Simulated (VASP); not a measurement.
# CsTl (P4/mmm) in VASP: single point with PBE

Aim: the single point of CsTl with PBE.

All numbers are computed with VASP 6.6.1; they aren't measurements. Logs are shortened: lines on timing, memory, paths and dates and some standing lists are left out, and cuts for length are marked.

## Step 1: The cell of the first run

The structure is tetragonal, space group P4/mmm (No. 123). The conventional cell has a = 3.905 Å, b = 3.905 Å, c = 5.118 Å, α = 90.00°, β = 90.00°, γ = 90.00°. Cs (site symmetry 4/mmm) has 8 Tl at 3.76 Å and 4 Cs at 3.90 Å within 4.9 Å. Tl (site symmetry 4/mmm) has 8 Cs at 3.76 Å and 4 Tl at 3.90 Å within 4.9 Å.

## Step 2: Single point, PBE

INCAR

```
PREC = Accurate ; ENCUT = 520
EDIFF = 1E-7 ; ISMEAR = 0
SIGMA = 0.1 ; LREAL = False
LASPH = True ; NELM = 100
ALGO = Normal ; ISIF = 2
LWAVE = False ; LCHARG = False
GGA = PE ; NBANDS = 18
```

KPOINTS

```
Automatic mesh
0
Gamma
  6 6 4
```

POSCAR

```
CsTl
1.0
    3.9045510874      0.0000000000      0.0000000000
    0.0000000000      3.9045510874      0.0000000000
    0.0000000000      0.0000000000      5.1177508896
Cs Tl
1 1
Direct
    0.5000000000      0.5000000000      0.5000000000
    0.0000000000      0.0000000000      0.0000000000
```

Potentials or basis: VASP PAW PBE potentials, release 64 (Cs_sv, Tl_d).

Launch:

```console
cat potpaw_PBE.64/Cs_sv/POTCAR potpaw_PBE.64/Tl_d/POTCAR > POTCAR
mpirun -np 1 vasp_std > vasp.out
```

OUTCAR:

```text
PREC = Accurate
   ENCUT = 520
   EDIFF = 1E-7
   ISMEAR = 0
   LREAL = False
   LASPH = True
   NELM = 100
   ISIF = 2
   GGA = PE

 ion  position               nearest neighbor table
   1  0.500  0.500  0.500-
   2  0.000  0.000  0.000-

  LATTYP: Found a simple tetragonal cell.
 ALAT       =     3.9045510874
 C/A-ratio  =     1.3107142857

  Lattice vectors:

 A1 = (   3.9045510874,   0.0000000000,   0.0000000000)
 A2 = (   0.0000000000,   3.9045510874,   0.0000000000)
 A3 = (   0.0000000000,   0.0000000000,   5.1177508896)

Analysis of symmetry for initial positions (statically):
=====================================================================
 Subroutine PRICEL returns:
 Original cell was already a primitive cell.

 Routine SETGRP: Setting up the symmetry group for a
 simple tetragonal supercell.

 Subroutine GETGRP returns: Found 16 space group operations
 (whereof 16 operations were pure point group operations)
 out of a pool of 16 trial point group operations.

The static configuration has the point symmetry D_4h.

Analysis of symmetry for dynamics (positions and initial velocities):
=====================================================================
 Subroutine PRICEL returns:
 Original cell was already a primitive cell.

 Routine SETGRP: Setting up the symmetry group for a
 simple tetragonal supercell.

 Subroutine GETGRP returns: Found 16 space group operations
 (whereof 16 operations were pure point group operations)
 out of a pool of 16 trial point group operations.

The dynamic configuration has the point symmetry D_4h.

 Subroutine INISYM returns: Found 16 space group operations
 (whereof 16 operations are pure point group operations),
 and found     1 'primitive' translations

----------------------------------------------------------------------------------------

                                     Primitive cell

  volume of cell :      78.0228

  direct lattice vectors                    reciprocal lattice vectors
     3.904551087  0.000000000  0.000000000     0.256111388  0.000000000  0.000000000
     0.000000000  3.904551087  0.000000000     0.000000000  0.256111388  0.000000000
     0.000000000  0.000000000  5.117750890     0.000000000  0.000000000  0.195398334

[... 72 lines left out ...]
   NGXF,Y,Z  is equivalent  to a cutoff of  25.55, 25.55, 25.99 a.u.
 SYSTEM =  unknown system
   PREC   = accura    normal or accurate (medium, high low for compatibility)
   ISTART =      0    job   : 0-new  1-cont  2-samecut
   ICHARG =      2    charge: 1-file 2-atom 10-const
   ISPIN  =      1    spin polarized calculation?
   LNONCOLLINEAR =      F non collinear calculations
   LSORBIT =      F    spin-orbit coupling
   LASPH  =      T    aspherical Exc in radial PAW
   ENCUT  =  520.0 eV  38.22 Ry    6.18 a.u.   7.26  7.26  9.52*2*pi/ulx,y,z
   NELM   =    100;   NELMIN=  2; NELMDL= -5     # of ELM steps
   EDIFF  = 0.1E-06   stopping-criterion for ELM
   LREAL  =      F    real-space projection
   EDIFFG = 0.1E-05   stopping-criterion for IOM
   NSW    =      0    number of steps for IOM
   IBRION =     -1    ionic relax: 0-MD 1-quasi-New 2-CG
   NFREE  =      0    steps in history (QN), initial steepest desc. (CG)
   ISIF   =      2    stress and relaxation
   ISYM   =      2    0-nonsym 1-usesym 2-fastsym
   POTIM  = 0.5000    time-step for ionic-motion
   TEBEG  =    0.0;   TEEND  =   0.0 temperature during run
   PSTRESS=    0.0 pullay stress
   NELECT =      22.0000    total number of electrons
   NUPDOWN=      -1.0000    fix difference up-down
   EMIN   =  10.00;   EMAX   =-10.00  energy-range for DOS
   EFERMI =   0.00;   METHOD = LEGACY
   ISMEAR =     0;   SIGMA  =   0.10  broadening in eV -4-tet -1-fermi 0-gaus
   EFERMI_NEDOS =   21; number of points for ismear=-14 and -15
   IALGO  =     38    algorithm
   IMIX   =      4    mixing-type and parameters
     AMIX     =   0.40;   BMIX     =  1.00
     AMIX_MAG =   1.60;   BMIX_MAG =  1.00
  volume/ion in A,a.u.               =      39.01       263.26
  Fermi-wavevector in a.u.,A,eV,Ry     =   1.073516  2.028651 15.679858  1.152437
  Thomas-Fermi vector in A             =   2.209318
   LORBIT       =      0    0 simple, 1 ext, 2 COOP (PROOUT), +10 PAW based schemes
   GGA     = PE    functional components
   LHFCALC =     F    Hartree Fock is set to
   AEXX    =    0.0000 exact exchange contribution
   IVDW    =     0    specifies the selected vdW correction
   LEPSILON=     F    determine dielectric tensor
   LRPA    =     F    only Hartree local field effects (RPA)
 non-spin polarized calculation
 Gauss-broadening in eV      SIGMA  =   0.10
  energy-cutoff  :      520.00
  volume of cell :       78.02
 maximum number of plane-waves:      2116
 NGX is ok and might be reduce to    30
   NGX = 15   NGY = 15   NGZ = 19

 number of electron      21.9999997 magnetization

 Free energy of the ion-electron system (eV)
  ---------------------------------------------------
  ext. energy  EPLUGINS =         0.00000000
  ---------------------------------------------------
  free energy    TOTEN  =        -2.71424639 eV

  energy without entropy =       -2.70507245  energy(sigma->0) =       -2.70965942

 E-fermi :   4.1019     XC(G=0):  -8.8797

 val. band max:        4.0643203423   @ k =   0.1667   0.1667   0.2500
 cond. band min:       4.1307406383   @ k =   0.5000   0.0000   0.0000
 fundamental gap:      0.0664202960
 Fermi energy:         4.1018846043

 k-point     1 :       0.0000    0.0000    0.0000
  band No.  band energies     occupation
      1     -18.7188      2.00000
      2      -7.6414      2.00000
      3      -7.6229      2.00000
      4      -7.5488      2.00000
      5      -7.5488      2.00000
      6      -7.4316      2.00000
[... 481 lines left out ...]
      5      -7.4924      2.00000
      6      -7.4520      2.00000
[... 10 lines left out ...]
     17       9.7722      0.00000
     18      10.0402      0.00000

 [... further k-points ...]
[... 5 lines left out ...]
  --------------------------------------------------------------------------------------
  -------------------------------------------------------------------------------------
  Total        1.4699874      1.4699874      1.5436382      0.0000000     -0.0000000      0.0000000
  in kB       30.1858108     30.1858108     31.6982093      0.0000000     -0.0000000      0.0000000
  external PRESSURE =      30.6899436 kB  Pullay stress =       0.0000000 kB

 VOLUME and BASIS-vectors are now :
 -----------------------------------------------------------------------------
  energy-cutoff  :      520.00
  volume of cell :       78.02
      direct lattice vectors                 reciprocal lattice vectors
     3.904551087  0.000000000  0.000000000     0.256111388  0.000000000  0.000000000
     0.000000000  3.904551087  0.000000000     0.000000000  0.256111388  0.000000000
     0.000000000  0.000000000  5.117750890     0.000000000  0.000000000  0.195398334

 POSITION                                       TOTAL-FORCE (eV/Angst)
 -----------------------------------------------------------------------------------
      1.95228      1.95228      2.55888         0.000000      0.000000      0.000000
      0.00000      0.00000      0.00000         0.000000      0.000000      0.000000
 -----------------------------------------------------------------------------------
    total drift:                               -0.000000     -0.000000     -0.000000

  FREE ENERGIE OF THE ION-ELECTRON SYSTEM (eV)
  ---------------------------------------------------
  free  energy   TOTEN  =        -2.7142463939 eV

  energy  without entropy=       -2.7050724509  energy(sigma->0) =       -2.70965942
```

OSZICAR:

```text
N       E                     dE             d eps       ncg     rms          rms(c)
DAV:   1     0.118977768180E+03    0.11898E+03   -0.10532E+04  1112   0.106E+03
DAV:   2     0.281157335085E+01   -0.11617E+03   -0.11333E+03  1250   0.226E+02
DAV:   3    -0.274211324874E+01   -0.55537E+01   -0.55234E+01  1254   0.428E+01
DAV:   4    -0.278388347797E+01   -0.41770E-01   -0.41755E-01  1324   0.429E+00
DAV:   5    -0.278420643466E+01   -0.32296E-03   -0.32295E-03  1282   0.386E-01    0.117E+00
DAV:   6    -0.272682741062E+01    0.57379E-01   -0.74550E-02  1228   0.166E+00    0.650E-01
DAV:   7    -0.271390783371E+01    0.12920E-01   -0.48590E-02  1248   0.121E+00    0.366E-01
DAV:   8    -0.271419200980E+01   -0.28418E-03   -0.29817E-03  1186   0.272E-01    0.464E-02
DAV:   9    -0.271424235180E+01   -0.50342E-04   -0.24796E-04  1224   0.107E-01    0.170E-02
DAV:  10    -0.271424694854E+01   -0.45967E-05   -0.22309E-05  1234   0.250E-02    0.520E-03
DAV:  11    -0.271424674930E+01    0.19924E-06   -0.28106E-06  1224   0.882E-03    0.233E-03
DAV:  12    -0.271424645906E+01    0.29024E-06   -0.23045E-07  1228   0.249E-03    0.852E-04
DAV:  13    -0.271424639393E+01    0.65132E-07   -0.67922E-08   802   0.148E-03
   1 F= -.27142464E+01 E0= -.27096594E+01  d E =-.917394E-02
```

It took 41 s on 1 thread of Oxide Virtual Turin-like, shared host; peak memory 0.17 GiB.

Results:

| Property | Result |
| --- | --- |
| Free energy | -2.7142 eV |
| Pressure | 3.1 GPa |
| Band gap on the k mesh | zero (bands 11 and 12 overlap by 2.24 eV) |

Stress tensor (GPa, compression positive):
```
3.02 0.00 0.00
0.00 3.02 0.00
0.00 0.00 3.17
```

Caveat: the cell stands under pressure; spin-orbit coupling is left out, which moves the levels of the heavy elements.

The gap in the log of VASP goes by the Fermi energy; the results here count the filled bands.